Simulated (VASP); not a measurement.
# HgTe (I-4m2) in VASP: notebook

The runs below take HgTe through single point, with r2SCAN.

Program: VASP 6.6.1. These are calculated values, not measurements. Logs are shortened: lines on timing, memory, paths and dates and some standing lists are left out, and cuts for length are marked.

### 1 The cell of the first run

Symmetry: I-4m2, No. 119, tetragonal system. The conventional cell has a = 4.745 Å, b = 4.745 Å, c = 6.380 Å, α = 90.00°, β = 90.00°, γ = 90.00°. Hg (site symmetry -4m2) has 4 Te at 2.86 Å within 3.8 Å. Within 3.8 Å of Te (site symmetry -4m2) lie 4 Hg at 2.86 Å.

### 2 Single point, r2SCAN (epitaxial xy strain +2.0%)

POSCAR

```
HgTe
1.0
    0.0000000000      3.3549410440      3.1897659873
    3.3549410440      0.0000000000      3.1897659873
    3.3549410440      3.3549410440      0.0000000000
Hg Te
1 1
Direct
    0.0000000000      0.0000000000      0.0000000000
    0.2500000000      0.2500000000      0.2500000000
```

INCAR.step1

```
PREC = Accurate
ENCUT = 520
ISMEAR = -1
SIGMA = 0.02
LREAL = F
LASPH = T
NELM = 60
NBANDS = 16
GGA = PE
ALGO = Normal
EDIFF = 1E-4
LWAVE = T
LCHARG = F
```

INCAR.step2

```
PREC = Accurate
ENCUT = 520
EDIFF = 1E-6
ISMEAR = -1
SIGMA = 0.02
LREAL = F
LASPH = T
NELM = 60
ALGO = Normal
ISIF = 2
LWAVE = F
LCHARG = F
METAGGA = R2SCAN
LMIXTAU = T
NBANDS = 16
ISTART = 1
```

KPOINTS

```
regular mesh
0
Gamma
  6 6 6
```

Potentials or basis: VASP PAW PBE potentials, release 64 (Hg, Te).

On the command line:

```console
cat potpaw_PBE.64/Hg/POTCAR potpaw_PBE.64/Te/POTCAR > POTCAR
cp INCAR.step1 INCAR
mpirun -np 1 vasp_std > vasp.out
cp INCAR.step2 INCAR
mpirun -np 1 vasp_std > vasp.out
```

OUTCAR:

```text
PREC = Accurate
   ENCUT = 520
   EDIFF = 1E-6
   ISMEAR = -1
   LREAL = F
   LASPH = T
   NELM = 60
   ISIF = 2
   METAGGA = R2SCAN
   ISTART = 1

 ion  position               nearest neighbor table
   1  0.000  0.000  0.000-   2 2.86   2 2.86   2 2.86   2 2.86
   2  0.250  0.250  0.250-   1 2.86   1 2.86   1 2.86   1 2.86

  LATTYP: Found a body centered tetragonal cell.
 ALAT       =     4.7446031254
 C/A-ratio  =     1.3445870616

  Lattice vectors:

 A1 = (   0.0000000000,  -3.3549410440,  -3.1897659873)
 A2 = (   0.0000000000,   3.3549410440,  -3.1897659873)
 A3 = (   3.3549410440,   0.0000000000,   3.1897659873)

Analysis of symmetry for initial positions (statically):
=====================================================================
 Subroutine PRICEL returns:
 Original cell was already a primitive cell.

 Routine SETGRP: Setting up the symmetry group for a
 body centered tetragonal supercell.

 Subroutine GETGRP returns: Found  8 space group operations
 (whereof  8 operations were pure point group operations)
 out of a pool of 16 trial point group operations.

The static configuration has the point symmetry D_2d.

Analysis of symmetry for dynamics (positions and initial velocities):
=====================================================================
 Subroutine PRICEL returns:
 Original cell was already a primitive cell.

 Routine SETGRP: Setting up the symmetry group for a
 body centered tetragonal supercell.

 Subroutine GETGRP returns: Found  8 space group operations
 (whereof  8 operations were pure point group operations)
 out of a pool of 16 trial point group operations.

The dynamic configuration has the point symmetry D_2d.

 Subroutine INISYM returns: Found  8 space group operations
 (whereof  8 operations are pure point group operations),
 and found     1 'primitive' translations

----------------------------------------------------------------------------------------

                                     Primitive cell

  volume of cell :      71.8056

  direct lattice vectors                    reciprocal lattice vectors
     0.000000000  3.354941044  3.189765987    -0.149033915  0.149033915  0.156751311
     3.354941044  0.000000000  3.189765987     0.149033915 -0.149033915  0.156751311
     3.354941044  3.354941044  0.000000000     0.149033915  0.149033915 -0.156751311
[... 76 lines left out ...]
   ISTART =      1    job   : 0-new  1-cont  2-samecut
   ICHARG =      0    charge: 1-file 2-atom 10-const
   ISPIN  =      1    spin polarized calculation?
   LNONCOLLINEAR =      F non collinear calculations
   LSORBIT =      F    spin-orbit coupling
   LASPH  =      T    aspherical Exc in radial PAW
   ENCUT  =  520.0 eV  38.22 Ry    6.18 a.u.   8.61  8.61  8.82*2*pi/ulx,y,z
   NELM   =     60;   NELMIN=  2; NELMDL=  0     # of ELM steps
   EDIFF  = 0.1E-05   stopping-criterion for ELM
   LREAL  =      F    real-space projection
   EDIFFG = 0.1E-04   stopping-criterion for IOM
   NSW    =      0    number of steps for IOM
   IBRION =     -1    ionic relax: 0-MD 1-quasi-New 2-CG
   NFREE  =      0    steps in history (QN), initial steepest desc. (CG)
   ISIF   =      2    stress and relaxation
   ISYM   =      2    0-nonsym 1-usesym 2-fastsym
   POTIM  = 0.5000    time-step for ionic-motion
   TEBEG  =    0.0;   TEEND  =   0.0 temperature during run
   PSTRESS=    0.0 pullay stress
   NELECT =      18.0000    total number of electrons
   NUPDOWN=      -1.0000    fix difference up-down
   EMIN   =  10.00;   EMAX   =-10.00  energy-range for DOS
   EFERMI =   0.00;   METHOD = LEGACY
   ISMEAR =    -1;   SIGMA  =   0.02  broadening in eV -4-tet -1-fermi 0-gaus
   EFERMI_NEDOS =   21; number of points for ismear=-14 and -15
   IALGO  =     38    algorithm
   IMIX   =      4    mixing-type and parameters
     AMIX     =   0.40;   BMIX     =  1.00
     AMIX_MAG =   1.60;   BMIX_MAG =  1.00
  volume/ion in A,a.u.               =      35.90       242.28
  Fermi-wavevector in a.u.,A,eV,Ry     =   1.032237  1.950645 14.497190  1.065513
  Thomas-Fermi vector in A             =   2.166425
   LORBIT       =      0    0 simple, 1 ext, 2 COOP (PROOUT), +10 PAW based schemes
   METAGGA = R2SCAN    functional components
   LHFCALC =     F    Hartree Fock is set to
   AEXX    =    0.0000 exact exchange contribution
   IVDW    =     0    specifies the selected vdW correction
   LEPSILON=     F    determine dielectric tensor
   LRPA    =     F    only Hartree local field effects (RPA)
 non-spin polarized calculation
  energy-cutoff  :      520.00
  volume of cell :       71.81
 maximum number of plane-waves:      1956
 NGX is ok and might be reduce to    36
   NGX = 17   NGY = 17   NGZ = 17

 number of electron      18.0000001 magnetization

 Free energy of the ion-electron system (eV)
  ---------------------------------------------------
  ext. energy  EPLUGINS =         0.00000000
  ---------------------------------------------------
  free energy    TOTEN  =       -75.14861420 eV

  energy without entropy =      -75.14855672  energy(sigma->0) =      -75.14858546

 E-fermi :   2.2576     XC(G=0):  -9.0231

 val. band max:        2.1754503340   @ k =   0.0000   0.0000   0.0000
 cond. band min:       2.3254439995   @ k =   0.0000   0.0000   0.0000
 fundamental gap:      0.1499936655
 Fermi energy:         2.2575796368

 k-point     1 :       0.0000    0.0000    0.0000
  band No.  band energies     occupation
      1      -9.7281      2.00000
      2      -5.0598      2.00000
      3      -5.0598      2.00000
      4      -5.0512      2.00000
      5      -4.5774      2.00000
      6      -4.5507      2.00000
[... 433 lines left out ...]
      3      -4.7920      2.00000
      4      -4.7099      2.00000
      5      -4.5258      2.00000
      6      -4.2610      2.00000
[... 8 lines left out ...]
     15      12.9950      0.00000
     16      13.9401      0.00000

 [... further k-points ...]
[... 5 lines left out ...]
  --------------------------------------------------------------------------------------
  -------------------------------------------------------------------------------------
  Total       -0.2654325     -0.2654325      0.0358246      0.0000000      0.0000000      0.0000000
  in kB       -5.9225143     -5.9225143      0.7993441      0.0000000      0.0000000      0.0000000
  external PRESSURE =      -3.6818948 kB  Pullay stress =       0.0000000 kB

 VOLUME and BASIS-vectors are now :
 -----------------------------------------------------------------------------
  energy-cutoff  :      520.00
  volume of cell :       71.81
      direct lattice vectors                 reciprocal lattice vectors
     0.000000000  3.354941044  3.189765987    -0.149033915  0.149033915  0.156751311
     3.354941044  0.000000000  3.189765987     0.149033915 -0.149033915  0.156751311
     3.354941044  3.354941044  0.000000000     0.149033915  0.149033915 -0.156751311

 POSITION                                       TOTAL-FORCE (eV/Angst)
 -----------------------------------------------------------------------------------
      0.00000      0.00000      0.00000        -0.000000     -0.000000      0.000000
      1.67747      1.67747      1.59488         0.000000      0.000000     -0.000000
 -----------------------------------------------------------------------------------
    total drift:                                0.000000      0.000000      0.000000

  FREE ENERGIE OF THE ION-ELECTRON SYSTEM (eV)
  ---------------------------------------------------
  free  energy   TOTEN  =       -75.1486142006 eV

  energy  without entropy=      -75.1485567187  energy(sigma->0) =      -75.14858546
```

OUTCAR.step1:

```text
PREC = Accurate
   ENCUT = 520
   ISMEAR = -1
   LREAL = F
   LASPH = T
   NELM = 60
[... 676 lines left out ...]
 -----------------------------------------------------------------------------------
      0.00000      0.00000      0.00000        -0.000000     -0.000000     -0.000000
      1.67747      1.67747      1.59488         0.000000      0.000000      0.000000
 -----------------------------------------------------------------------------------
    total drift:                               -0.000000     -0.000000      0.000000

  FREE ENERGIE OF THE ION-ELECTRON SYSTEM (eV)
  ---------------------------------------------------
  free  energy   TOTEN  =        -3.6307622375 eV

  energy  without entropy=       -3.6306978520  energy(sigma->0) =       -3.63073004
```

Run time: 51 s. Hardware: 1 thread of Intel Xeon 6975P-C (Granite Rapids), shared host; peak memory 0.23 GiB.

Results:

```yaml
Free_energy: -75.1486 eV
Pressure: -0.4 GPa
Band_gap_on_the_k_mesh: 0.15 eV
```

Caveat: the cell differs from its parent crystal (epitaxial xy strain +2.0%); the PAW data sets were made with another functional, which shifts forces and pressure a little; spin-orbit coupling is left out, which moves the levels of the heavy elements.

### 3 Single point, r2SCAN (epitaxial xy strain +3.0%)

POSCAR

```
HgTe
1.0
    0.0000000000      3.3878326229      3.1407052053
    3.3878326229      0.0000000000      3.1407052053
    3.3878326229      3.3878326229      0.0000000000
Hg Te
1 1
Direct
    0.0000000000      0.0000000000      0.0000000000
    0.2500000000      0.2500000000      0.2500000000
```

INCAR.step1

```
ALGO     = Normal         # electronic algorithm
EDIFF    = 1E-4           # SCF threshold, eV
ENCUT    = 520            # plane-wave cutoff, eV
GGA      = PE             # functional
ISMEAR   = -1             # smearing method
LASPH    = True           # aspherical terms in the spheres
LCHARG   = False          # write CHGCAR
LREAL    = False          # projectors in reciprocal space
LWAVE    = True           # write WAVECAR
NBANDS   = 16             # bands
NELM     = 100            # most SCF steps
PREC     = Accurate       # precision mode
SIGMA    = 0.02           # smearing width, eV
```

INCAR.step2

```
ALGO     = Normal         # electronic algorithm
EDIFF    = 1E-7           # SCF threshold, eV
ENCUT    = 520            # plane-wave cutoff, eV
ISIF     = 2              # what is computed and relaxed
ISMEAR   = -1             # smearing method
ISTART   = 1            
LASPH    = True           # aspherical terms in the spheres
LCHARG   = False          # write CHGCAR
LMIXTAU  = True         
LREAL    = False          # projectors in reciprocal space
LWAVE    = False          # write WAVECAR
METAGGA  = R2SCAN         # meta-GGA
NBANDS   = 16             # bands
NELM     = 100            # most SCF steps
PREC     = Accurate       # precision mode
SIGMA    = 0.02           # smearing width, eV
```

KPOINTS

```
k-points
0
Gamma
  6 6 6
```

Potentials or basis: VASP PAW PBE potentials, release 64 (Hg, Te).

On the command line:

```console
cat potpaw_PBE.64/Hg/POTCAR potpaw_PBE.64/Te/POTCAR > POTCAR
cp INCAR.step1 INCAR
mpirun -np 1 vasp_std > vasp.out
cp INCAR.step2 INCAR
mpirun -np 1 vasp_std > vasp.out
```

Wall time 65 s (1 thread of Intel Xeon 6975P-C (Granite Rapids), shared host); peak memory 0.23 GiB.

It converged, with:

```yaml
Free_energy: -75.1415 eV
Pressure: -0.6 GPa
Band_gap_on_the_k_mesh: 0.21 eV
```

Stress tensor (GPa, compression positive):
```
-0.89  0.00  0.00
 0.00 -0.89  0.00
 0.00  0.00  0.10
```

Levels at points of the mesh, in eV from the valence-band top:
| k point | band 6 | band 7 | band 8 | band 9 | band 10 | band 11 | band 12 | band 13 |
| --- | --- | --- | --- | --- | --- | --- | --- | --- |
| (0.00, 0.00, 0.00) | -6.67 | -0.52 | 0.00 | 0.00 | 0.21 | 4.79 | 4.82 | 4.82 |
| (0.50, 0.00, 0.00) | -6.41 | -5.11 | -0.96 | -0.65 | 0.99 | 5.34 | 5.76 | 7.25 |
| (0.50, 0.50, 0.00) | -6.20 | -4.89 | -2.17 | -2.17 | 1.82 | 2.80 | 8.83 | 9.25 |
| (0.50, 0.00, 0.50) | -6.32 | -5.23 | -1.96 | -1.79 | 2.37 | 3.09 | 8.34 | 8.92 |

Caveat: the cell differs from its parent crystal (epitaxial xy strain +3.0%); the PAW data sets were made with another functional, which shifts forces and pressure a little; spin-orbit coupling is left out, which moves the levels of the heavy elements.
